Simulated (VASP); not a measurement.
# CrO2 (P4_2/mnm) in VASP: single point with r2SCAN

Aim: the single point of CrO2 with r2SCAN.

Everything below comes from runs of VASP 6.6.1. Logs are shortened: lines on timing, memory, paths and dates and some standing lists are left out, and cuts for length are marked.

## (1) The cell of the first run

The structure is tetragonal, space group P4_2/mnm (No. 136). Conventional cell: a = 4.403 Å, b = 4.403 Å, c = 2.913 Å, α = 90.00°, β = 90.00°, γ = 90.00°. Cr (site symmetry mmm) has 6 O at 1.89 to 1.91 Å within 2.5 Å. Within 2.5 Å of O (site symmetry m2m) lie 3 Cr at 1.89 to 1.91 Å and 1 O at 2.46 Å.

## (2) Single point, r2SCAN

Input file POSCAR:

```
CrO2
1.0
    4.4030649854      0.0000000000      0.0000000000
    0.0000000000      4.4030649854      0.0000000000
    0.0000000000      0.0000000000      2.9128415364
Cr O
2 4
Direct
    0.0000000000      0.0000000000      0.0000000000
    0.5000000000      0.5000000000      0.5000000000
    0.3027490062      0.3027490062      0.0000000000
    0.1972509938      0.8027490062      0.5000000000
    0.6972509938      0.6972509938      0.0000000000
    0.8027490062      0.1972509938      0.5000000000
```

Input file INCAR.step1:

```
SYSTEM = CrO2
PREC     = Accurate       ! precision mode
ENCUT    = 520            ! plane-wave cutoff, eV
ISMEAR   = 0              ! smearing method
SIGMA    = 0.05           ! smearing width, eV
LREAL    = .False.        ! projectors in reciprocal space
LASPH    = .True.         ! aspherical terms in the spheres
NELM     = 80             ! most SCF steps
NBANDS   = 33             ! bands
GGA      = PE             ! functional
ALGO     = Normal         ! electronic algorithm
EDIFF    = 1E-4           ! SCF threshold, eV
LWAVE    = .True.         ! write WAVECAR
LCHARG   = .False.        ! write CHGCAR
```

Input file INCAR.step2:

```
SYSTEM = CrO2
PREC     = Accurate       ! precision mode
ENCUT    = 520            ! plane-wave cutoff, eV
EDIFF    = 1E-6           ! SCF threshold, eV
ISMEAR   = 0              ! smearing method
SIGMA    = 0.05           ! smearing width, eV
LREAL    = .False.        ! projectors in reciprocal space
LASPH    = .True.         ! aspherical terms in the spheres
NELM     = 80             ! most SCF steps
ALGO     = Normal         ! electronic algorithm
ISIF     = 2              ! what is computed and relaxed
LWAVE    = .False.        ! write WAVECAR
LCHARG   = .False.        ! write CHGCAR
METAGGA  = R2SCAN         ! meta-GGA
LMIXTAU  = .True.       
NBANDS   = 33             ! bands
ISTART   = 1
```

Input file KPOINTS:

```
regular mesh
0
Gamma
  6 6 10
  0 0 0
```

Potentials or basis: VASP PAW PBE potentials, release 64 (Cr_pv, O).

The run is started by

```
cat potpaw_PBE.64/Cr_pv/POTCAR potpaw_PBE.64/O/POTCAR > POTCAR
cp INCAR.step1 INCAR
mpirun -np 1 vasp_std > vasp.out
cp INCAR.step2 INCAR
mpirun -np 1 vasp_std > vasp.out
```

OUTCAR:

```text
SYSTEM = CrO2
   PREC = Accurate
   ENCUT = 520
   EDIFF = 1E-6
   ISMEAR = 0
   LREAL = .False.
   LASPH = .True.
   NELM = 80
   ISIF = 2
   METAGGA = R2SCAN
   ISTART = 1

 ion  position               nearest neighbor table
   1  0.000  0.000  0.000-   3 1.89   5 1.89   4 1.91   6 1.91   4 1.91   6 1.91
   2  0.500  0.500  0.500-   4 1.89   6 1.89   5 1.91   3 1.91   3 1.91   5 1.91
   3  0.303  0.303  0.000-   1 1.89   2 1.91   2 1.91
   4  0.197  0.803  0.500-   2 1.89   1 1.91   1 1.91
   5  0.697  0.697  0.000-   1 1.89   2 1.91   2 1.91
   6  0.803  0.197  0.500-   2 1.89   1 1.91   1 1.91

  LATTYP: Found a simple tetragonal cell.
 ALAT       =     4.4030649854
 C/A-ratio  =     0.6615486135

  Lattice vectors:

 A1 = (   4.4030649854,   0.0000000000,   0.0000000000)
 A2 = (   0.0000000000,   4.4030649854,   0.0000000000)
 A3 = (   0.0000000000,   0.0000000000,   2.9128415364)

Analysis of symmetry for initial positions (statically):
=====================================================================
 Subroutine PRICEL returns:
 Original cell was already a primitive cell.

 Routine SETGRP: Setting up the symmetry group for a
 simple tetragonal supercell.

 Subroutine GETGRP returns: Found 16 space group operations
 (whereof  8 operations were pure point group operations)
 out of a pool of 16 trial point group operations.

The static configuration has the point symmetry D_2h.
 The point group associated with its full space group is D_4h.

Analysis of symmetry for dynamics (positions and initial velocities):
=====================================================================
 Subroutine PRICEL returns:
 Original cell was already a primitive cell.

 Routine SETGRP: Setting up the symmetry group for a
 simple tetragonal supercell.

 Subroutine GETGRP returns: Found 16 space group operations
 (whereof  8 operations were pure point group operations)
 out of a pool of 16 trial point group operations.

The dynamic configuration has the point symmetry D_2h.
 The point group associated with its full space group is D_4h.

 Subroutine INISYM returns: Found 16 space group operations
 (whereof  8 operations are pure point group operations),
 and found     1 'primitive' translations

----------------------------------------------------------------------------------------

                                     Primitive cell

  volume of cell :      56.4712

  direct lattice vectors                    reciprocal lattice vectors
     4.403064985  0.000000000  0.000000000     0.227114522  0.000000000  0.000000000
     0.000000000  4.403064985  0.000000000     0.000000000  0.227114522  0.000000000
     0.000000000  0.000000000  2.912841536     0.000000000  0.000000000  0.343307381

  length of vectors
     4.403064985  4.403064985  2.912841536     0.227114522  0.227114522  0.343307381

  position of ions in fractional coordinates (direct lattice)
     0.000000000  0.000000000  0.000000000
     0.500000000  0.500000000  0.500000000
     0.302749006  0.302749006  0.000000000
     0.197250994  0.802749006  0.500000000
     0.697250994  0.697250994  0.000000000
     0.802749006  0.197250994  0.500000000

  ion indices of the primitive-cell ions
   primitive index   ion index
                 1           1
                 2           2
                 3           3
                 4           4
                 5           5
                 6           6

----------------------------------------------------------------------------------------

 KPOINTS: regular mesh

Automatic generation of k-mesh.
 Grid dimensions read from file:
 generate k-points for:    6    6   10

 Generating k-lattice:

  Cartesian coordinates                     Fractional coordinates (reciprocal lattice)
     0.037852420  0.000000000  0.000000000     0.166666667  0.000000000  0.000000000
     0.000000000  0.037852420  0.000000000     0.000000000  0.166666667  0.000000000
     0.000000000  0.000000000  0.034330738     0.000000000  0.000000000  0.100000000

  Length of vectors
     0.037852420  0.037852420  0.034330738

  Shift w.r.t. Gamma in fractional coordinates (k-lattice)
     0.000000000  0.000000000  0.000000000

 Subroutine IBZKPT returns following result:
 ===========================================

 Found     60 irreducible k-points:

 Following reciprocal coordinates:
            Coordinates               Weight
  0.000000  0.000000  0.000000      1.000000
  0.166667  0.000000  0.000000      4.000000
  0.333333  0.000000  0.000000      4.000000
  0.500000  0.000000  0.000000      2.000000
  0.166667  0.166667  0.000000      4.000000
  0.333333  0.166667  0.000000      8.000000
[... 16 lines left out ...]
  0.333333  0.000000  0.200000      8.000000
  0.500000  0.000000  0.200000      4.000000
 [... further k-points ...]
   k-points           NKPTS =     60   k-points in BZ     NKDIM =     60   number of bands    NBANDS=     33
   number of dos      NEDOS =    301   number of ions     NIONS =      6
   total plane-waves  NPLWV =  31104
   dimension x,y,z NGX =    36 NGY =   36 NGZ =   24
   dimension x,y,z NGXF=    72 NGYF=   72 NGZF=   48
   ions per type =               2   4
   NGX,Y,Z   is equivalent  to a cutoff of  13.59, 13.59, 13.70 a.u.
   NGXF,Y,Z  is equivalent  to a cutoff of  27.18, 27.18, 27.40 a.u.
 SYSTEM =  CrO2
   PREC   = accura    normal or accurate (medium, high low for compatibility)
   ISTART =      1    job   : 0-new  1-cont  2-samecut
   ICHARG =      0    charge: 1-file 2-atom 10-const
   ISPIN  =      1    spin polarized calculation?
   LNONCOLLINEAR =      F non collinear calculations
   LSORBIT =      F    spin-orbit coupling
   LASPH  =      T    aspherical Exc in radial PAW
   ENCUT  =  520.0 eV  38.22 Ry    6.18 a.u.   8.19  8.19  5.42*2*pi/ulx,y,z
   NELM   =     80;   NELMIN=  2; NELMDL=  0     # of ELM steps
   EDIFF  = 0.1E-05   stopping-criterion for ELM
   LREAL  =      F    real-space projection
   EDIFFG = 0.1E-04   stopping-criterion for IOM
   NSW    =      0    number of steps for IOM
   IBRION =     -1    ionic relax: 0-MD 1-quasi-New 2-CG
   NFREE  =      0    steps in history (QN), initial steepest desc. (CG)
   ISIF   =      2    stress and relaxation
   ISYM   =      2    0-nonsym 1-usesym 2-fastsym
   POTIM  = 0.5000    time-step for ionic-motion
   TEBEG  =    0.0;   TEEND  =   0.0 temperature during run
   PSTRESS=    0.0 pullay stress
   NELECT =      48.0000    total number of electrons
   NUPDOWN=      -1.0000    fix difference up-down
   EMIN   =  10.00;   EMAX   =-10.00  energy-range for DOS
   EFERMI =   0.00;   METHOD = LEGACY
   ISMEAR =     0;   SIGMA  =   0.05  broadening in eV -4-tet -1-fermi 0-gaus
   EFERMI_NEDOS =   21; number of points for ismear=-14 and -15
   IALGO  =     38    algorithm
   IMIX   =      4    mixing-type and parameters
     AMIX     =   0.40;   BMIX     =  1.00
     AMIX_MAG =   1.60;   BMIX_MAG =  1.00
  volume/ion in A,a.u.               =       9.41        63.51
  Fermi-wavevector in a.u.,A,eV,Ry     =   1.550766  2.930523 32.720307  2.404875
  Thomas-Fermi vector in A             =   2.655382
   LORBIT       =      0    0 simple, 1 ext, 2 COOP (PROOUT), +10 PAW based schemes
   METAGGA = R2SCAN    functional components
   LHFCALC =     F    Hartree Fock is set to
   AEXX    =    0.0000 exact exchange contribution
   IVDW    =     0    specifies the selected vdW correction
   LEPSILON=     F    determine dielectric tensor
   LRPA    =     F    only Hartree local field effects (RPA)
 non-spin polarized calculation
 Gauss-broadening in eV      SIGMA  =   0.05
  energy-cutoff  :      520.00
  volume of cell :       56.47
 maximum number of plane-waves:      1540
 NGX is ok and might be reduce to    36
   NGX = 17   NGY = 17   NGZ = 11

 number of electron      48.0000005 magnetization

 Free energy of the ion-electron system (eV)
  ---------------------------------------------------
  ext. energy  EPLUGINS =         0.00000000
  ---------------------------------------------------
  free energy    TOTEN  =       -64.73519294 eV

  energy without entropy =      -64.72713565  energy(sigma->0) =      -64.73116429

 E-fermi :   5.8834     XC(G=0): -12.8257

 val. band max:        5.8754082942   @ k =   0.3333   0.0000   0.4000
 cond. band min:       5.8921526121   @ k =   0.1667   0.0000   0.4000
 fundamental gap:      0.0167443179
 Fermi energy:         5.8834147629

 k-point     1 :       0.0000    0.0000    0.0000
  band No.  band energies     occupation
      1     -39.9852      2.00000
      2     -39.9852      2.00000
      3     -39.9799      2.00000
      4     -39.9635      2.00000
      5     -39.9147      2.00000
      6     -39.9147      2.00000
[... 25 lines left out ...]
     32       9.8682      0.00000
     33      11.0755      0.00000

 k-point     2 :       0.1667    0.0000    0.0000
  band No.  band energies     occupation
      1     -39.9821      2.00000
      2     -39.9819      2.00000
      3     -39.9788      2.00000
      4     -39.9646      2.00000
      5     -39.9182      2.00000
      6     -39.9180      2.00000
[... 25 lines left out ...]
     32       9.7683      0.00000
     33       9.7981      0.00000

 k-point     3 :       0.3333    0.0000    0.0000
  band No.  band energies     occupation
      1     -39.9758      2.00000
      2     -39.9746      2.00000
      3     -39.9742      2.00000
      4     -39.9676      2.00000
      5     -39.9264      2.00000
      6     -39.9259      2.00000
[... 25 lines left out ...]
     32       9.5751      0.00000
     33      10.4145      0.00000

 k-point     4 :       0.5000    0.0000    0.0000
  band No.  band energies     occupation
      1     -39.9717      2.00000
      2     -39.9717      2.00000
      3     -39.9694      2.00000
      4     -39.9694      2.00000
      5     -39.9314      2.00000
      6     -39.9314      2.00000
[... 673 lines left out ...]
     32       9.1160      0.00000
     33       9.3167      0.00000

 k-point    23 :       0.3333    0.0000    0.2000
  band No.  band energies     occupation
      1     -40.0376      2.00000
      2     -40.0309      2.00000
      3     -39.9615      2.00000
      4     -39.9610      2.00000
      5     -39.9217      2.00000
      6     -39.9214      2.00000
[... 25 lines left out ...]
     32       8.7519      0.00000
     33       9.4688      0.00000

 k-point    24 :       0.5000    0.0000    0.2000
  band No.  band energies     occupation
      1     -40.0348      2.00000
      2     -40.0348      2.00000
      3     -39.9573      2.00000
      4     -39.9573      2.00000
      5     -39.9252      2.00000
      6     -39.9252      2.00000
[... 25 lines left out ...]
     32       8.6128      0.00000
     33      10.0007      0.00000

 [... further k-points ...]
[... 5 lines left out ...]
  --------------------------------------------------------------------------------------
  -------------------------------------------------------------------------------------
  Total       -0.1725342     -0.1725342     -8.4992844     -0.0000000      0.0000000      0.0000000
  in kB       -4.8950690     -4.8950690   -241.1381341     -0.0000000      0.0000000      0.0000000
  external PRESSURE =     -83.6427574 kB  Pullay stress =       0.0000000 kB

 VOLUME and BASIS-vectors are now :
 -----------------------------------------------------------------------------
  energy-cutoff  :      520.00
  volume of cell :       56.47
      direct lattice vectors                 reciprocal lattice vectors
     4.403064985  0.000000000  0.000000000     0.227114522  0.000000000  0.000000000
     0.000000000  4.403064985  0.000000000     0.000000000  0.227114522  0.000000000
     0.000000000  0.000000000  2.912841536     0.000000000  0.000000000  0.343307381

 POSITION                                       TOTAL-FORCE (eV/Angst)
 -----------------------------------------------------------------------------------
      0.00000      0.00000      0.00000         0.000000      0.000000     -0.000000
      2.20153      2.20153      1.45642         0.000000      0.000000     -0.000000
      1.33302      1.33302      0.00000        -0.367424     -0.367424     -0.000000
      0.86851      3.53456      1.45642         0.367424     -0.367424     -0.000000
      3.07004      3.07004      0.00000         0.367424      0.367424      0.000000
      3.53456      0.86851      1.45642        -0.367424      0.367424     -0.000000
 -----------------------------------------------------------------------------------
    total drift:                                0.000000      0.000000     -0.000000

  FREE ENERGIE OF THE ION-ELECTRON SYSTEM (eV)
  ---------------------------------------------------
  free  energy   TOTEN  =       -64.7351929394 eV

  energy  without entropy=      -64.7271356465  energy(sigma->0) =      -64.73116429
```

It used 870 s of CPU time on 1 thread of AMD EPYC 7R13 Processor (Zen 3), on a shared host.

What came out:

```yaml
Free_energy: -64.7352 eV
Pressure: -8.4 GPa
Largest_force: 0.520 eV/Å
Band_gap_on_the_k_mesh: zero (band 24 reaches 6.05 eV, above the bottom of band 25 at 5.48 eV)
```

Forces on the atoms (eV/Å):
```
Cr   0.000  0.000  0.000
Cr   0.000  0.000  0.000
O   -0.367 -0.367  0.000
O    0.367 -0.367  0.000
O    0.367  0.367  0.000
O   -0.367  0.367  0.000
```

Levels at points of the mesh, in eV from the Fermi level:
```csv
k point,band 22,band 23,band 24,band 25,band 26,band 27
"(0.00, 0.00, 0.00)",-1.40,-0.81,-0.47,-0.41,-0.41,-0.35
"(0.50, 0.00, 0.00)",-2.25,-0.13,-0.13,0.25,0.25,0.91
"(0.50, 0.50, 0.00)",-2.75,-0.74,-0.74,-0.38,-0.38,1.31
"(0.00, 0.00, 0.50)",-3.24,0.12,0.12,0.52,0.52,1.15
"(0.50, 0.00, 0.50)",-2.59,-0.68,-0.68,0.12,0.12,1.37
"(0.50, 0.50, 0.50)",-2.24,0.14,0.14,0.19,0.19,0.55
```

Caveat: the PAW data sets were made with another functional, which shifts forces and pressure a little; the run has no spin polarisation, though such a crystal can be magnetic; semilocal functionals often make such compounds metallic where correlation or magnetic order opens a gap, which also shifts bond lengths. Spin polarisation is off, so any magnetic state and its effect on volume and gap are missing.
